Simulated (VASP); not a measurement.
# Si (a cell with a defect) in VASP: further runs, part 2 of 2

VASP 6.6.1. Earlier steps stand in the parts before.

## (4) Single point, PBEsol

Input file INCAR:

```
SYSTEM = Si
PREC     = Accurate       ! precision mode
ENCUT    = 520            ! plane-wave cutoff, eV
EDIFF    = 1E-6           ! SCF threshold, eV
ISMEAR   = 0              ! smearing method
SIGMA    = 0.02           ! smearing width, eV
LREAL    = Auto         
LASPH    = .TRUE.         ! aspherical terms in the spheres
NELM     = 80             ! most SCF steps
ALGO     = Normal         ! electronic algorithm
ISIF     = 2              ! what is computed and relaxed
LWAVE    = .FALSE.        ! write WAVECAR
LCHARG   = .TRUE.         ! write CHGCAR
GGA      = PS             ! functional
LELF     = .TRUE.         ! ELF
LVHAR    = .TRUE.       
NBANDS   = 48             ! bands
```

Input file KPOINTS:

```
regular mesh
0
G
  2 2 2
  0 0 0
```

Input file POSCAR:

```
Si
1.0
    0.0000000000      5.4300000000      5.4300000000
    5.4300000000      0.0000000000      5.4300000000
    5.4300000000      5.4300000000      0.0000000000
Si
17
Direct
   -0.0691696133      0.0229583794      0.0231255985
    0.1232845304      0.1062219153      0.1064222836
    0.0124737569     -0.0136264273      0.5005702578
    0.1231494475      0.1063746777      0.6640636280
    0.0125297422      0.5004098527     -0.0134846225
    0.1232192449      0.6639207182      0.1065115101
    0.0124197053      0.5004756906      0.5005988950
    0.1628894107      0.6122807551      0.6124140884
    0.4977574586     -0.0074491713     -0.0072815838
    0.5488842541      0.1502732044      0.1504126151
    0.4976271639     -0.0073406077      0.5169636280
    0.6398995396      0.1170833333      0.6214862799
    0.4976929098      0.5168183241     -0.0072170350
    0.6399562615      0.6213209024      0.1172387661
    0.5359066298      0.4879458564      0.4881014733
    0.6398388582      0.6214313076      0.6215499079
    1.1329862799      0.2888973297      0.2890279006
```

Potentials or basis: VASP PAW PBE potentials, release 64 (Si).

The run is started by

```
cat potpaw_PBE.64/Si/POTCAR > POTCAR
mpirun -np 1 vasp_std > vasp.out
```

OUTCAR:

```text
SYSTEM = Si
   PREC = Accurate
   ENCUT = 520
   EDIFF = 1E-6
   ISMEAR = 0
   LREAL = Auto
   LASPH = .TRUE.
   NELM = 80
   ISIF = 2
   GGA = PS

 ion  position               nearest neighbor table
   1  0.931  0.023  0.023-   2 2.30   6 2.30   4 2.30  10 2.39
   2  0.123  0.106  0.106-   1 2.30   9 2.35  17 2.47   3 2.48   5 2.48
   3  0.012  0.986  0.501-  12 2.34   8 2.35  17 2.40   2 2.48   4 2.48
   4  0.123  0.106  0.664-   1 2.30  11 2.35  17 2.47   7 2.48   3 2.48
   5  0.013  0.500  0.987-  14 2.34   8 2.35  17 2.40   2 2.48   6 2.48
   6  0.123  0.664  0.107-   1 2.30  13 2.35  17 2.47   7 2.48   5 2.48
   7  0.012  0.500  0.501-  16 2.34   8 2.35  17 2.40   6 2.48   4 2.48
   8  0.163  0.612  0.612-  15 2.34   3 2.35   7 2.35   5 2.35
   9  0.498  0.993  0.993-  12 2.33  14 2.33  10 2.35   2 2.35
  10  0.549  0.150  0.150-  11 2.35  13 2.35   9 2.35   1 2.39  17 2.61
  11  0.498  0.993  0.517-  12 2.33  16 2.33  10 2.35   4 2.35
  12  0.640  0.117  0.621-  15 2.33  11 2.33   9 2.33   3 2.34
  13  0.498  0.517  0.993-  14 2.33  16 2.33  10 2.35   6 2.35
  14  0.640  0.621  0.117-  15 2.33  13 2.33   9 2.33   5 2.34
  15  0.536  0.488  0.488-  14 2.33  12 2.33  16 2.33   8 2.34
  16  0.640  0.621  0.622-  15 2.33  11 2.33  13 2.33   7 2.34
  17  0.133  0.289  0.289-   5 2.40   3 2.40   7 2.40   2 2.47   4 2.47   6 2.47  10 2.61

  LATTYP: Found a face centered cubic cell.
 ALAT       =    10.8600000000

  Lattice vectors:

 A1 = (   0.0000000000,   5.4300000000,   5.4300000000)
 A2 = (   5.4300000000,   0.0000000000,   5.4300000000)
 A3 = (   5.4300000000,   5.4300000000,   0.0000000000)

Analysis of symmetry for initial positions (statically):
=====================================================================
 Subroutine PRICEL returns:
 Original cell was already a primitive cell.

 Routine SETGRP: Setting up the symmetry group for a
 face centered cubic supercell.

 Subroutine GETGRP returns: Found  1 space group operations
 (whereof  1 operations were pure point group operations)
 out of a pool of 48 trial point group operations.

The static configuration has the point symmetry C_1 .

[... 151 lines left out ...]
   LHFCALC =     F    Hartree Fock is set to
   AEXX    =    0.0000 exact exchange contribution
   IVDW    =     0    specifies the selected vdW correction
   LEPSILON=     F    determine dielectric tensor
   LRPA    =     F    only Hartree local field effects (RPA)
 non-spin polarized calculation
 Gauss-broadening in eV      SIGMA  =   0.02
  energy-cutoff  :      520.00
  volume of cell :      320.21
 maximum number of plane-waves:      8646
 NGX is ok and might be reduce to    60
   NGX = 29   NGY = 29   NGZ = 29

 number of electron      68.0000000 magnetization

 Free energy of the ion-electron system (eV)
  ---------------------------------------------------
  ext. energy  EPLUGINS =         0.00000000
  ---------------------------------------------------
  free energy    TOTEN  =       -93.66342494 eV

  energy without entropy =      -93.65956803  energy(sigma->0) =      -93.66149649

 E-fermi :   6.6621     XC(G=0):  -9.8265

 val. band max:        6.6025314229   @ k =   0.0000   0.0000   0.0000
 cond. band min:       6.6681282348   @ k =   0.0000   0.5000   0.5000
 fundamental gap:      0.0655968118
 Fermi energy:         6.6620802535

 k-point     1 :       0.0000    0.0000    0.0000
  band No.  band energies     occupation
      1      -6.2938      2.00000
      2      -3.9077      2.00000
      3      -3.6403      2.00000
      4      -3.6401      2.00000
      5      -3.4529      2.00000
      6      -2.7814      2.00000
[... 381 lines left out ...]
     45      10.1774      0.00000
     46      10.2961      0.00000
 [bands above 46 left out]

------------------------ aborting loop because EDIFF is reached ----------------------------------------

  FORCE on cell =-STRESS in cart. coord.  units (eV):
  Direction    XX          YY          ZZ          XY          YZ          ZX
  --------------------------------------------------------------------------------------
  -------------------------------------------------------------------------------------
  Total        4.7997215      4.8187545      4.8128750      1.0558285     -1.0615563      1.0523344
  in kB       24.0158044     24.1110374     24.0816188      5.2829254     -5.3115847      5.2654426
  external PRESSURE =      24.0694869 kB  Pullay stress =       0.0000000 kB

 VOLUME and BASIS-vectors are now :
 -----------------------------------------------------------------------------
  energy-cutoff  :      520.00
  volume of cell :      320.21
      direct lattice vectors                 reciprocal lattice vectors
     0.000000000  5.430000000  5.430000000    -0.092081031  0.092081031  0.092081031
     5.430000000  0.000000000  5.430000000     0.092081031 -0.092081031  0.092081031
     5.430000000  5.430000000  0.000000000     0.092081031  0.092081031 -0.092081031

 POSITION                                       TOTAL-FORCE (eV/Angst)
 -----------------------------------------------------------------------------------
      0.25024      5.17998      5.17907         0.010300     -0.010663     -0.010848
      1.15466      1.24731      1.24622        -0.010417     -0.005179     -0.004414
      8.07410      2.78583      5.42374         0.002445     -0.001376      0.009314
      4.18348      4.27457      1.24632         0.003652      0.011218     -0.005133
      8.07400      5.42481      2.78526         0.002146      0.008459     -0.002087
      4.18345      1.24744      4.27417         0.003850     -0.005751      0.010771
[... 9 lines left out ...]
      6.74939      6.84934      6.84870        -0.008483     -0.003340     -0.003127
      3.13813      2.29154      2.29083        -0.032247      0.034095      0.034252
 -----------------------------------------------------------------------------------
    total drift:                                0.004769     -0.006018     -0.004691

  FREE ENERGIE OF THE ION-ELECTRON SYSTEM (eV)
  ---------------------------------------------------
  free  energy   TOTEN  =       -93.6634249437 eV

  energy  without entropy=      -93.6595680265  energy(sigma->0) =      -93.66149649
```

stdout:

```text
POSCAR found type information on POSCAR Si
 POSCAR found :  1 types and      17 ions
 scaLAPACK will be used
 -----------------------------------------------------------------------------
|                                                                             |
|                                                                             |
|     You enforced a specific xc type in the INCAR file but a different       |
|     I HOPE YOU KNOW WHAT YOU ARE DOING!                                     |
|                                                                             |
 -----------------------------------------------------------------------------

 LDA part: xc-table for (Slater+PW92), standard interpolation
 POSCAR, INCAR and KPOINTS ok, starting setup
 FFT: planning ... GRIDC
 FFT: planning ... GRID_SOFT
 FFT: planning ... GRID
 WAVECAR not read
 entering main loop
```

Wall time 6.5 min (1 thread of Intel Xeon 8259CL, shared host); peak memory 0.47 GiB.

What came out:

| Quantity | Value |
| --- | --- |
| Free energy | -93.6634 eV |
| Pressure | 2.4 GPa |
| Largest force | 0.058 eV/Å |
| Band gap on the k mesh | zero (bands 34 and 35 overlap by 0.07 eV) |

Forces in eV/Å, atoms in the order of the input:
```
Si   0.010 -0.011 -0.011
Si  -0.010 -0.005 -0.004
Si   0.002 -0.001  0.009
Si   0.004  0.011 -0.005
Si   0.002  0.008 -0.002
Si   0.004 -0.006  0.011
Si  -0.010 -0.001 -0.002
Si   0.012 -0.012 -0.012
Si  -0.005  0.000  0.000
Si   0.007 -0.007 -0.007
Si   0.001  0.006 -0.001
Si   0.004 -0.003  0.008
Si   0.000  0.000  0.006
Si   0.003  0.007 -0.003
Si   0.018 -0.018 -0.018
Si  -0.008 -0.003 -0.003
Si  -0.032  0.034  0.034
```

Levels at points of the mesh, in eV from the Fermi level:
```
           k point  band 32  band 33  band 34  band 35  band 36  band 37
(0.00, 0.00, 0.00)    -0.65    -0.65    -0.42    -0.06    -0.06     0.25
(0.50, 0.00, 0.00)    -1.22    -1.22    -0.25     0.36     0.36     1.19
(0.00, 0.50, 0.00)    -1.27    -0.80    -0.16     0.22     0.68     0.92
(0.00, 0.00, 0.50)    -1.27    -0.80    -0.16     0.22     0.68     0.92
(0.50, 0.50, 0.50)    -1.27    -0.80    -0.16     0.22     0.68     0.91
(0.50, 0.50, 0.00)    -1.63    -0.72     0.01     0.40     1.31     1.48
(0.00, 0.50, 0.50)    -1.63    -0.72     0.01     0.40     1.31     1.48
(0.50, 0.00, 0.50)    -1.63    -0.72     0.01     0.40     1.31     1.48
```

Caveat: the k points lie up to 0.50 Å⁻¹ apart; the PAW data sets were made with another functional, which shifts forces and pressure a little.

## (5) Overview

| cell | gap on the mesh (eV) | pressure (GPa) | largest force (eV/Å) |
| --- | --- | --- | --- |
| as given, atomic positions A | none | 3.2 | 0.26 |
| as given, atomic positions B | none | 2.4 | 0.05 |
| as given, atomic positions C | none | 2.4 | 0.06 |

Alike in all rows: task single point; level PBEsol; potentials or basis VASP PAW PBE potentials, release 64 (Si); no spin polarisation; k mesh 2 × 2 × 2; cutoff (eV) 520; smearing gaussian 0.02 eV.

Caveats: all runs use coarse meshes; the PAW data sets were made with another functional, which shifts forces and pressure a little.

Total energies depend on the potentials used, so only differences within one code and one set of settings carry meaning.

The gap in the log of VASP goes by the Fermi energy; the results here count the filled bands.